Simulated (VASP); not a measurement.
**AlP (m.bA): single point with PBE**

The system is AlP (m.bA).

```
Al P
1.0
     0.00000    2.75348    2.75348
     2.75348    0.00000    2.75348
     2.75348    2.75348    0.00000
Al P
1 1
Direct
  0.00000 0.00000 0.00000
  0.25000 0.25000 0.25000
```

```yaml
Program: VASP 6.6.1
Task: single point
Functional: PBE
Potentials_or_basis: VASP PAW PBE potentials, release 64 (Al, P)
Cutoff: 500 eV
k_mesh: 8 × 8 × 8
Occupations: gaussian, width 0.02 eV
Spin: no spin polarisation
Dipole_correction: no
Further_INCAR_settings: ALGO = Normal; EDIFF = 1e-06; NBANDS = 11
```

- Pressure: -0.1 GPa
- Band gap on the k mesh: 1.63 eV, indirect (least direct gap 3.09 eV)

Levels at points of the mesh, in eV from the valence-band top:
```
           k point  band 2  band 3  band 4  band 5  band 6  band 7
(0.00, 0.00, 0.00)    0.00    0.00    0.00    3.09    4.53    4.53
(0.50, 0.00, 0.00)   -5.41   -0.75   -0.75    2.72    4.81    4.81
(0.50, 0.50, 0.00)   -5.22   -2.05   -2.05    1.63    2.47   10.85
```

It took 10 s on 1 thread of Intel(R) Xeon(R) Platinum 8488C (Sapphire Rapids), on a shared host, peak memory 0.15 GiB.

A k mesh can miss the band edges.
